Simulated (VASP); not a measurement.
The system is Ti2B3.

```xyz
5
Lattice="3.1722 0.0000 0.0000 0.0000 3.1722 0.0000 0.0000 0.0000 4.6723" Properties=species:S:1:pos:R:3 pbc="T T T"
Ti    0.0000    0.0000    3.3693
Ti    1.5861    1.5861    1.3541
B     1.5861    0.0000    4.6417
B     0.0000    1.5861    4.6417
B     0.0000    0.0000    1.2715
```

The cell was built from a structure type or drawn by symmetry, and may not be a known phase.

```yaml
Program: VASP 6.6.1
Task: relaxation of cell and atoms
Functional: PBE
Potentials_or_basis: VASP PAW PBE potentials, release 64 (Ti_sv, B)
Cutoff: 600 eV
k_mesh: 6 × 6 × 4
Occupations: gaussian, width 0.1 eV
Spin: no spin polarisation
```

At the start: pressure 36.0 GPa; volume 9.40 Å³/atom.

Task: How do energy, volume and symmetry change on relaxing?

Result: Over 18 steps the energy falls by 592.0 meV/atom and the volume is 10.32 Å³/atom (+9.8 %); space group P4mm (No. 99, to 0.1 Å) before and after.

Step by step:
```
step  energy change (eV)  largest force (eV/Å)  pressure (GPa)  volume (Å³)
   1              0.0000                4.0424           36.05        47.02
   2             -0.9564                1.8030          -24.02        62.90
   3             -1.4735                2.3156           -9.11        56.24
   4             -1.4747                2.3420           -8.15        55.93
   5             -2.0555                1.7253           -6.06        53.93
   6             -2.5168                0.6053            0.45        51.31
   7             -1.0930                5.1293           34.54        46.03
   8             -2.5544                0.4099            2.59        50.71
   9             -2.5594                0.6187            3.67        50.44
  10             -2.7605                1.5049           -0.86        51.39
  11             -2.7610                1.5858           -1.05        51.43
  12             -2.9046                1.1030           -0.35        51.35
  13             -2.9047                1.1163           -0.39        51.36
  14             -2.9543                0.1737            2.05        51.13
  15             -2.9559                0.1698            1.64        51.16
  16             -2.9572                0.0357           -1.68        52.08
  17             -2.9594                0.0539           -0.23        51.67
  18             -2.9599                0.0185           -0.08        51.61
```

Final structure:
```
Ti B
1.0
     2.96674    0.00000    0.00000
     0.00000    2.96674    0.00000
     0.00000    0.00000    5.86349
Ti B
2 3
Direct
  0.00000 0.00000 0.70726
  0.50000 0.50000 0.35054
  0.50000 0.00000 0.01743
  0.00000 0.50000 0.01743
  0.00000 0.00000 0.17735
```

Caveat: a cell axis changed by over 15 % at a fixed basis, so the end point is rough.
